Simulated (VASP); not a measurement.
Input of a VASP 6.6.1 run:

File INCAR:

```
PREC = Accurate
ENCUT = 820
EDIFF = 1E-7
ISMEAR = 0
SIGMA = 0.1
LREAL = F
LASPH = T
NELM = 120
ALGO = Normal
ISIF = 8
LWAVE = F
LCHARG = F
GGA = CA
IBRION = 2
NSW = 60
EDIFFG = -0.03
GGA_COMPAT = F
NELMIN = 4
```

Contents of KPOINTS:

```
Automatic mesh
0
Gamma
  8 8 8
```

POSCAR

```
ScCu
1.0
    3.2560000000      0.0000000000      0.0000000000
    0.0000000000      3.2560000000      0.0000000000
    0.0000000000      0.0000000000      3.2560000000
Sc Cu
1 1
Direct
    0.5000000000      0.5000000000      0.5000000000
    0.0000000000      0.0000000000      0.0000000000
```

Potentials or basis: VASP PAW LDA potentials, release 64 (Sc_sv, Cu_sv_GW).

Launch:

```console
$ cat potpaw_LDA.64/Sc_sv/POTCAR potpaw_LDA.64/Cu_sv_GW/POTCAR > POTCAR
$ mpirun -np 1 vasp_std > vasp.out
```

**Question.** Estimate the band gap on the k mesh.

**Answer.** Zero (bands 15 and 16 overlap by 2.18 eV).

**Question.** Predict the relaxed cell.

**Answer.** a = 3.168 Å, b = 3.168 Å, c = 3.168 Å, α = 90.00°, β = 90.00°, γ = 90.00°.

Step by step:
| step | energy change (eV) | largest force (eV/Å) | pressure (GPa) | volume (Å³) |
| --- | --- | --- | --- | --- |
| 1 | 0.0000 | 0.0000 | -7.66 | 34.52 |
| 2 | -0.0526 | 0.0000 | 5.09 | 30.56 |
| 3 | -0.0705 | 0.0000 | -0.03 | 31.79 |

LDA usually gives volumes a few per cent too small. Zero-point motion and thermal expansion aren't in these numbers.
